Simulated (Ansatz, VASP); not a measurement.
**SiNi2 in VASP and in Ansatz**

```
Si Ni
1.0
     3.96691    0.00000    0.00000
    -1.98346    3.43545    0.00000
     0.00000    0.00000    2.48254
Si Ni
1 2
Cartesian
  0.0000 0.0000 0.0000
  0.0000 2.2903 1.2413
  1.9835 1.1451 1.2413
```

Alike in both runs: functional PBE; k mesh 12 × 12 × 18; occupations gaussian, width 0.1 eV; no spin polarisation.

Ansatz relaxed the structure, and its values are those at the end. VASP's run is a single point on that final structure, the one shown.

|  | VASP | Ansatz |
| --- | --- | --- |
| version | VASP 6.6.1 | Ansatz 0.2.0 |
| potentials or method | VASP PAW PBE potentials, release 64 (Si, Ni), cutoff 520 eV | scalar-relativistic, plane waves, PAW |
| valence electrons in the cell | 24 | 40 |

|  | VASP | Ansatz | Ansatz less VASP |
| --- | --- | --- | --- |
| gap on the k mesh at the Fermi level (eV) | none | none | - |
| pressure (GPa) | -0.1 | 0.0 | +0.06 |

A gap of «none» marks a metal or a gap that the smearing closes. With one functional, cell and mesh, what is left measures potentials, basis and numerics. VASP's potentials hold 24 valence electrons a cell and Ansatz's 40, so a difference there can come from the potentials and not from the codes.
